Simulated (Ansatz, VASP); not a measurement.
# TiGe4Mo: VASP beside Ansatz

```
CELL_PARAMETERS angstrom
3.34154 0.00000 0.00000
0.00000 3.34154 0.00000
0.00000 0.00000 8.49043
ATOMIC_POSITIONS crystal
Ti 0.00000 0.00000 0.00000
Ge 0.00000 0.00000 0.66014
Ge 0.50000 0.50000 0.16520
Ge 0.00000 0.00000 0.33986
Ge 0.50000 0.50000 0.83480
Mo 0.50000 0.50000 0.50000
```

Alike in both runs: functional PBE; k mesh 6 × 6 × 2; occupations gaussian, width 0.1 eV; no spin polarisation.

Ansatz relaxed the structure, and its values are those at the end. VASP's run is a single point on that final structure, the one shown.

|  | VASP | Ansatz |
| --- | --- | --- |
| version | VASP 6.6.1 | Ansatz 0.2.0 |
| potentials or method | VASP PAW PBE potentials, release 64 (Ti_sv, Ge_d, Mo_sv), cutoff 520 eV | scalar-relativistic, plane waves, PAW |
| valence electrons in the cell | 82 | 82 |

VASP gave:

| Quantity | Value |
| --- | --- |
| gap on the k mesh at the Fermi level (eV) | none |
| pressure (GPa) | 0.2 |
| rms of the force components (eV/Å) | 0.005 |

Q: Estimate Ansatz's values.

A: gap on the k mesh at the Fermi level (eV): none; pressure (GPa): 0.0; rms of the force components (eV/Å): 0.006.

A gap of «none» marks a metal or a gap that the smearing closes.

The k mesh is coarse, so the values compare programs but aren't converged.
